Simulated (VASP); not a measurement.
Here is a VASP 6.6.1 calculation.

Contents of INCAR:

```
SYSTEM = Ir
  PREC = Accurate
  ENCUT = 600
  EDIFF = 1E-6
  ISMEAR = 0
  SIGMA = 0.1
  LREAL = .False.
  LASPH = .True.
  NELM = 60
  ALGO = Fast
  ISIF = 3
  LWAVE = .False.
  LCHARG = .False.
  GGA = PE
  IBRION = 2
  NSW = 70
  EDIFFG = -0.008
  PSTRESS = 40.0
```

The input KPOINTS:

```
Automatic mesh
0
Gamma
  18 18 18
  0 0 0
```

The input POSCAR:

```
Ir
1.0
    0.0000000000      1.9280345991      1.9280345991
    1.9280345991      0.0000000000      1.9280345991
    1.9280345991      1.9280345991      0.0000000000
Ir
1
Direct
    0.0000000000      0.0000000000      0.0000000000
```

Potentials or basis: VASP PAW PBE potentials, release 64 (Ir).

The run is started by

```console
$ cat potpaw_PBE.64/Ir/POTCAR > POTCAR
$ mpirun -np 1 vasp_std > vasp.out
```

Question: Predict the relaxed volume.

Answer: 14.36 Å³/atom.

Question: What does it give for the space group after relaxing (to 0.05 Å)?

Answer: Fm-3m (No. 225).

Question: What does it give for the relaxed cell?

Answer: a = 2.728 Å, b = 2.728 Å, c = 2.728 Å, α = 60.00°, β = 60.00°, γ = 60.00°.

Final structure:
```yaml
crystal:
  lattice:
    - [0.00000, 1.92920, 1.92920]
    - [1.92920, 0.00000, 1.92920]
    - [1.92920, 1.92920, 0.00000]
  atoms:
    - { symbol: Ir, position: [0.00000, 0.00000, 0.00000] }
```

Caveat: the cell is relaxed towards a set pressure, so the enthalpy falls and the energy may rise.
